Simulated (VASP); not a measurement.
# GaCo (P4/mmm) in VASP: relaxation of cell and atoms with PBE

Aim: the relaxation of cell and atoms of GaCo with PBE.

All numbers are computed with VASP 6.6.1; they aren't measurements. Logs are shortened: lines on timing, memory, paths and dates and some standing lists are left out, and cuts for length are marked.

## (1) The cell of the first run

Symmetry: P4/mmm, No. 123, tetragonal system. Conventional cell: a = 2.622 Å, b = 2.622 Å, c = 3.437 Å, α = 90.00°, β = 90.00°, γ = 90.00°. Ga (site symmetry 4/mmm) has 8 Co at 2.53 Å and 4 Ga at 2.62 Å within 3.3 Å. Within 3.3 Å of Co (site symmetry 4/mmm) lie 8 Ga at 2.53 Å and 4 Co at 2.62 Å.

## (2) Relaxation of cell and atoms, PBE, collinear spin, ferromagnetic start

INCAR

```
SYSTEM = GaCo
PREC     = Accurate       ! precision mode
ENCUT    = 600            ! plane-wave cutoff, eV
EDIFF    = 1E-6           ! SCF threshold, eV
ISMEAR   = 0              ! smearing method
SIGMA    = 0.1            ! smearing width, eV
LREAL    = .FALSE.        ! projectors in reciprocal space
LASPH    = .TRUE.         ! aspherical terms in the spheres
NELM     = 150            ! most SCF steps
ALGO     = Normal         ! electronic algorithm
ISIF     = 3              ! what is computed and relaxed
LWAVE    = .FALSE.        ! write WAVECAR
LCHARG   = .FALSE.        ! write CHGCAR
ISPIN    = 2              ! spin polarisation
MAGMOM   = 0 0.06         ! initial moments
LORBIT   = 11             ! projections on sites
LMAXMIX  = 4              ! l up to which the mixer works
GGA      = PE             ! functional
IBRION   = 2              ! ionic algorithm
NSW      = 90             ! ionic steps
EDIFFG   = -0.04          ! ionic threshold
```

KPOINTS

```
regular mesh
0
G
  6 6 6
  0 0 0
```

POSCAR

```
GaCo
1.0
    2.6223932533      0.0000000000      0.0000000000
    0.0000000000      2.6223932533      0.0000000000
    0.0000000000      0.0000000000      3.4372082998
Ga Co
1 1
Direct
    0.5000000000      0.5000000000      0.5000000000
    0.0000000000      0.0000000000      0.0000000000
```

Potentials or basis: VASP PAW PBE potentials, release 64 (Ga_d, Co).

The run is started by

```console
cat potpaw_PBE.64/Ga_d/POTCAR potpaw_PBE.64/Co/POTCAR > POTCAR
mpirun -np 1 vasp_std > vasp.out
```

OUTCAR:

```text
SYSTEM = GaCo
   PREC = Accurate
   ENCUT = 600
   EDIFF = 1E-6
   ISMEAR = 0
   LREAL = .FALSE.
   LASPH = .TRUE.
   NELM = 150
   ISIF = 3
   ISPIN = 2
   LORBIT = 11
   GGA = PE
   IBRION = 2
   NSW = 90
   EDIFFG = -0.04

 ion  position               nearest neighbor table
   1  0.500  0.500  0.500-   2 2.53   2 2.53   2 2.53   2 2.53   2 2.53   2 2.53   2 2.53   2 2.53

   2  0.000  0.000  0.000-   1 2.53   1 2.53   1 2.53   1 2.53   1 2.53   1 2.53   1 2.53   1 2.53

  LATTYP: Found a simple tetragonal cell.
 ALAT       =     2.6223932533
 C/A-ratio  =     1.3107142857

  Lattice vectors:

 A1 = (   2.6223932533,   0.0000000000,   0.0000000000)
 A2 = (   0.0000000000,   2.6223932533,   0.0000000000)
 A3 = (   0.0000000000,   0.0000000000,   3.4372082998)

Analysis of symmetry for initial positions (statically):
=====================================================================
 Subroutine PRICEL returns:
 Original cell was already a primitive cell.

 Routine SETGRP: Setting up the symmetry group for a
 simple tetragonal supercell.

 Subroutine GETGRP returns: Found 16 space group operations
 (whereof 16 operations were pure point group operations)
 out of a pool of 16 trial point group operations.

The static configuration has the point symmetry D_4h.

Analysis of symmetry for dynamics (positions and initial velocities):
=====================================================================
 Subroutine PRICEL returns:
 Original cell was already a primitive cell.

 Routine SETGRP: Setting up the symmetry group for a
 simple tetragonal supercell.

 Subroutine GETGRP returns: Found 16 space group operations
 (whereof 16 operations were pure point group operations)
 out of a pool of 16 trial point group operations.

The dynamic configuration has the point symmetry D_4h.

Analysis of structural, dynamic, and magnetic symmetry:
=====================================================================
 Subroutine PRICEL returns:
 Original cell was already a primitive cell.

 Routine SETGRP: Setting up the symmetry group for a
 simple tetragonal supercell.

 Subroutine GETGRP returns: Found 16 space group operations
 (whereof 16 operations were pure point group operations)
 out of a pool of 16 trial point group operations.

The overall configuration has the point symmetry D_4h.

 Subroutine INISYM returns: Found 16 space group operations
 (whereof 16 operations are pure point group operations),
 and found     1 'primitive' translations

----------------------------------------------------------------------------------------

                                     Primitive cell

  volume of cell :      23.6375

  direct lattice vectors                    reciprocal lattice vectors
     2.622393253  0.000000000  0.000000000     0.381331060  0.000000000  0.000000000
     0.000000000  2.622393253  0.000000000     0.000000000  0.381331060  0.000000000
     0.000000000  0.000000000  3.437208300     0.000000000  0.000000000  0.290933779

  length of vectors
     2.622393253  2.622393253  3.437208300     0.381331060  0.381331060  0.290933779

  position of ions in fractional coordinates (direct lattice)
     0.500000000  0.500000000  0.500000000
     0.000000000  0.000000000  0.000000000

  ion indices of the primitive-cell ions
   primitive index   ion index
                 1           1
                 2           2

----------------------------------------------------------------------------------------

 KPOINTS: regular mesh

Automatic generation of k-mesh.
 Grid dimensions read from file:
 generate k-points for:    6    6    6

 Generating k-lattice:

  Cartesian coordinates                     Fractional coordinates (reciprocal lattice)
     0.063555177  0.000000000  0.000000000     0.166666667  0.000000000  0.000000000
     0.000000000  0.063555177  0.000000000     0.000000000  0.166666667  0.000000000
     0.000000000  0.000000000  0.048488963     0.000000000  0.000000000  0.166666667

  Length of vectors
     0.063555177  0.063555177  0.048488963

  Shift w.r.t. Gamma in fractional coordinates (k-lattice)
     0.000000000  0.000000000  0.000000000

 Subroutine IBZKPT returns following result:
 ===========================================

 Found     40 irreducible k-points:

 Following reciprocal coordinates:
            Coordinates               Weight
  0.000000  0.000000  0.000000      1.000000
  0.166667  0.000000  0.000000      4.000000
  0.333333  0.000000  0.000000      4.000000
  0.500000  0.000000  0.000000      2.000000
  0.166667  0.166667  0.000000      4.000000
  0.333333  0.166667  0.000000      8.000000
[... 16 lines left out ...]
  0.333333  0.000000  0.333333      8.000000
  0.500000  0.000000  0.333333      4.000000
 [... further k-points ...]
   k-points           NKPTS =     40   k-points in BZ     NKDIM =     40   number of bands    NBANDS=     15
   number of dos      NEDOS =    301   number of ions     NIONS =      2
   total plane-waves  NPLWV =  16128
   dimension x,y,z NGX =    24 NGY =   24 NGZ =   28
   dimension x,y,z NGXF=    48 NGYF=   48 NGZF=   56
   ions per type =               1   1
   NGX,Y,Z   is equivalent  to a cutoff of  15.21, 15.21, 13.54 a.u.
   NGXF,Y,Z  is equivalent  to a cutoff of  30.43, 30.43, 27.09 a.u.
 SYSTEM =  GaCo
   PREC   = accura    normal or accurate (medium, high low for compatibility)
   ISTART =      0    job   : 0-new  1-cont  2-samecut
   ICHARG =      2    charge: 1-file 2-atom 10-const
   ISPIN  =      2    spin polarized calculation?
   LNONCOLLINEAR =      F non collinear calculations
   LSORBIT =      F    spin-orbit coupling
   LASPH  =      T    aspherical Exc in radial PAW
   ENCUT  =  600.0 eV  44.10 Ry    6.64 a.u.   5.24  5.24  6.86*2*pi/ulx,y,z
   NELM   =    150;   NELMIN=  2; NELMDL= -5     # of ELM steps
   EDIFF  = 0.1E-05   stopping-criterion for ELM
   LREAL  =      F    real-space projection
   EDIFFG = -.4E-01   stopping-criterion for IOM
   NSW    =     90    number of steps for IOM
   IBRION =      2    ionic relax: 0-MD 1-quasi-New 2-CG
   NFREE  =      1    steps in history (QN), initial steepest desc. (CG)
   ISIF   =      3    stress and relaxation
   ISYM   =      2    0-nonsym 1-usesym 2-fastsym
   POTIM  = 0.5000    time-step for ionic-motion
   TEBEG  =    0.0;   TEEND  =   0.0 temperature during run
   PSTRESS=    0.0 pullay stress
   NELECT =      22.0000    total number of electrons
   NUPDOWN=      -1.0000    fix difference up-down
   EMIN   =  10.00;   EMAX   =-10.00  energy-range for DOS
   EFERMI =   0.00;   METHOD = LEGACY
   ISMEAR =     0;   SIGMA  =   0.10  broadening in eV -4-tet -1-fermi 0-gaus
   EFERMI_NEDOS =   21; number of points for ismear=-14 and -15
   IALGO  =     38    algorithm
   IMIX   =      4    mixing-type and parameters
     AMIX     =   0.40;   BMIX     =  1.00
     AMIX_MAG =   1.60;   BMIX_MAG =  1.00
  volume/ion in A,a.u.               =      11.82        79.76
  Fermi-wavevector in a.u.,A,eV,Ry     =   1.598387  3.020513 34.760715  2.554840
  Thomas-Fermi vector in A             =   2.695845
   LORBIT       =     11    0 simple, 1 ext, 2 COOP (PROOUT), +10 PAW based schemes
   GGA     = PE    functional components
   LHFCALC =     F    Hartree Fock is set to
   AEXX    =    0.0000 exact exchange contribution
   IVDW    =     0    specifies the selected vdW correction
   LEPSILON=     F    determine dielectric tensor
   LRPA    =     F    only Hartree local field effects (RPA)
 conjugate gradient relaxation of ions
 spin polarized calculation
 Gauss-broadening in eV      SIGMA  =   0.10
  energy-cutoff  :      600.00
  volume of cell :       23.64
 maximum number of plane-waves:       805
 NGX is ok and might be reduce to    24
   NGX = 11   NGY = 11   NGZ = 13

--------------------------------------- Ionic step        1  -------------------------------------------

 number of electron      21.9999995 magnetization       0.0200091

 Free energy of the ion-electron system (eV)
  ---------------------------------------------------
  ext. energy  EPLUGINS =         0.00000000
  ---------------------------------------------------
  free energy    TOTEN  =       -10.31644542 eV

  energy without entropy =      -10.30943572  energy(sigma->0) =      -10.31294057

------------------------ aborting loop because EDIFF is reached ----------------------------------------

  FORCE on cell =-STRESS in cart. coord.  units (eV):
  Direction    XX          YY          ZZ          XY          YZ          ZX
  --------------------------------------------------------------------------------------
  -------------------------------------------------------------------------------------
  Total        1.4369494      1.4369494     -0.7983992      0.0000000     -0.0000000      0.0000000
  in kB       97.3981210     97.3981210    -54.1164330      0.0000000     -0.0000000      0.0000000
  external PRESSURE =      46.8932697 kB  Pullay stress =       0.0000000 kB
[... 285 lines left out ...]
--------------------------------------- Ionic step        9  -------------------------------------------

 number of electron      22.0000014 magnetization      -0.0000291

 number of electron      22.0000014 magnetization       0.0000035

 Free energy of the ion-electron system (eV)
  ---------------------------------------------------
  ext. energy  EPLUGINS =         0.00000000
  ---------------------------------------------------
  free energy    TOTEN  =       -10.48933833 eV

  energy without entropy =      -10.48390752  energy(sigma->0) =      -10.48662292

 E-fermi :   9.7136     XC(G=0): -13.1627

 val. band max:        9.6816042997   @ k =   0.5000   0.3333   0.0000
 cond. band min:       9.8082890869   @ k =   0.1667   0.0000   0.5000
 fundamental gap:      0.1266847872
 Fermi energy:         9.7136179434

 spin component 1

 k-point     1 :       0.0000    0.0000    0.0000
  band No.  band energies     occupation
      1      -5.4419      1.00000
      2      -5.4415      1.00000
      3      -5.0999      1.00000
      4      -5.0999      1.00000
      5      -5.0996      1.00000
      6      -2.3134      1.00000
      7       7.1918      1.00000
      8       7.1921      1.00000
      9       8.9884      1.00000
     10       8.9884      1.00000
     11       8.9888      1.00000
     12      14.9165      0.00000
     13      14.9165      0.00000
     14      14.9174      0.00000
     15      20.7407      0.00000
[... 399 lines left out ...]
      1      -5.3733      1.00000
      2      -5.3084      1.00000
      3      -5.2076      1.00000
      4      -5.1786      1.00000
      5      -5.0150      1.00000
      6       2.9780      1.00000
      7       5.0079      1.00000
      8       7.2559      1.00000
      9       7.7602      1.00000
     10       8.3727      1.00000
     11       8.6194      1.00000
     12       9.6815      0.67535
     13      13.0878      0.00000
     14      14.4788      0.00000
     15      20.9398      0.00000

 [... further k-points ...]

 spin component 2

 k-point     1 :       0.0000    0.0000    0.0000
  band No.  band energies     occupation
      1      -5.4419      1.00000
      2      -5.4415      1.00000
      3      -5.0999      1.00000
      4      -5.0999      1.00000
      5      -5.0996      1.00000
      6      -2.3134      1.00000
      7       7.1917      1.00000
      8       7.1921      1.00000
      9       8.9884      1.00000
     10       8.9884      1.00000
     11       8.9887      1.00000
     12      14.9165      0.00000
     13      14.9165      0.00000
     14      14.9174      0.00000
     15      20.7407      0.00000
[... 443 lines left out ...]
  FREE ENERGIE OF THE ION-ELECTRON SYSTEM (eV)
  ---------------------------------------------------
  free  energy   TOTEN  =       -10.4893383343 eV

  energy  without entropy=      -10.4839075152  energy(sigma->0) =      -10.48662292

 reached required accuracy - stopping structural energy minimisation

 total charge

# of ion       s       p       d       tot
------------------------------------------
    1        0.846   0.883  10.050  11.779
    2        0.384   0.451   7.509   8.344
--------------------------------------------------
tot          1.230   1.334  17.559  20.123

 magnetization (x)

# of ion       s       p       d       tot
------------------------------------------
    1        0.000   0.000   0.000   0.000
    2       -0.000   0.000  -0.000  -0.000
--------------------------------------------------
tot          0.000   0.000  -0.000  -0.000
```

It took 2.1 min on 1 thread of Intel Xeon 6975P-C (Granite Rapids), shared host; peak memory 0.18 GiB.

Results:

| Property | Result |
| --- | --- |
| Free energy | -10.4893 eV |
| Relaxed volume | 11.98 Å³/atom |
| Relaxed cell | a = 2.883 Å, b = 2.883 Å, c = 2.882 Å, α = 90.00°, β = 90.00°, γ = 90.00° |
| Space group after relaxing (to 0.05 Å) | Pm-3m (No. 221) |
| Energy gained by relaxing | 86.4 meV/atom |
| Ionic steps | 9 |
| Pressure after relaxing | -0.2 GPa |
| Band gap on the k mesh | zero (filled and empty bands overlap) |
| Net moment | 0.00 μB per cell |
| Valence electrons inside the program's atomic spheres | Ga 11.78; Co 8.34 |

Step by step:
| step | energy change (eV) | largest force (eV/Å) | pressure (GPa) | volume (Å³) |
| --- | --- | --- | --- | --- |
| 1 | 0.0000 | 0.0000 | 4.69 | 23.64 |
| 2 | -0.0611 | 0.0000 | -4.56 | 24.82 |
| 3 | -0.0632 | 0.0000 | -6.04 | 25.06 |
| 4 | -0.1207 | 0.0000 | -3.37 | 24.53 |
| 5 | -0.1626 | 0.0000 | 2.33 | 23.66 |
| 6 | -0.1633 | 0.0000 | 3.51 | 23.51 |
| 7 | -0.1727 | 0.0000 | -0.41 | 24.00 |
| 8 | -0.1727 | 0.0000 | -0.37 | 23.99 |
| 9 | -0.1729 | 0.0000 | -0.21 | 23.95 |

Final structure:
```
Ga Co
1.0
     2.88255    0.00000    0.00000
     0.00000    2.88255    0.00000
     0.00000    0.00000    2.88248
Ga Co
1 1
Direct
  0.50000 0.50000 0.50000
  0.00000 0.00000 0.00000
```

Levels at points of the mesh, in eV from the Fermi level:
Spin up:
| k point | band 8 | band 9 | band 10 | band 11 | band 12 | band 13 | band 14 | band 15 |
| --- | --- | --- | --- | --- | --- | --- | --- | --- |
| (0.00, 0.00, 0.00) | -2.52 | -0.73 | -0.73 | -0.72 | 5.20 | 5.20 | 5.20 | 11.03 |
| (0.50, 0.00, 0.00) | -2.29 | -1.73 | -1.73 | -0.72 | 0.11 | 10.61 | 10.61 | 11.61 |
| (0.50, 0.50, 0.00) | -3.09 | -2.44 | -1.21 | -1.21 | -0.24 | 2.24 | 3.16 | 11.52 |
| (0.00, 0.00, 0.50) | -2.29 | -1.73 | -1.73 | -0.72 | 0.11 | 10.61 | 10.61 | 11.61 |
| (0.50, 0.00, 0.50) | -3.09 | -2.44 | -1.21 | -1.21 | -0.24 | 2.24 | 3.16 | 11.52 |
| (0.50, 0.50, 0.50) | -4.05 | -0.20 | -0.20 | 0.64 | 3.85 | 3.85 | 3.85 | 4.76 |
Spin down:
```csv
k point,band 7,band 8,band 9,band 10,band 11,band 12,band 13,band 14,band 15
"(0.00, 0.00, 0.00)",-2.52,-2.52,-0.73,-0.73,-0.72,5.20,5.20,5.20,11.03
"(0.50, 0.00, 0.00)",-6.83,-2.29,-1.73,-1.73,-0.72,0.11,10.61,10.61,11.61
"(0.50, 0.50, 0.00)",-3.09,-3.09,-2.44,-1.21,-1.21,-0.24,2.24,3.16,11.52
"(0.00, 0.00, 0.50)",-6.83,-2.29,-1.73,-1.73,-0.72,0.11,10.61,10.61,11.61
"(0.50, 0.00, 0.50)",-3.09,-3.09,-2.44,-1.21,-1.21,-0.24,2.24,3.16,11.52
"(0.50, 0.50, 0.50)",-4.05,-4.05,-0.20,-0.20,0.64,3.85,3.85,3.85,4.76
```

Caveat: the k points lie up to 0.36 Å⁻¹ apart in the final cell.
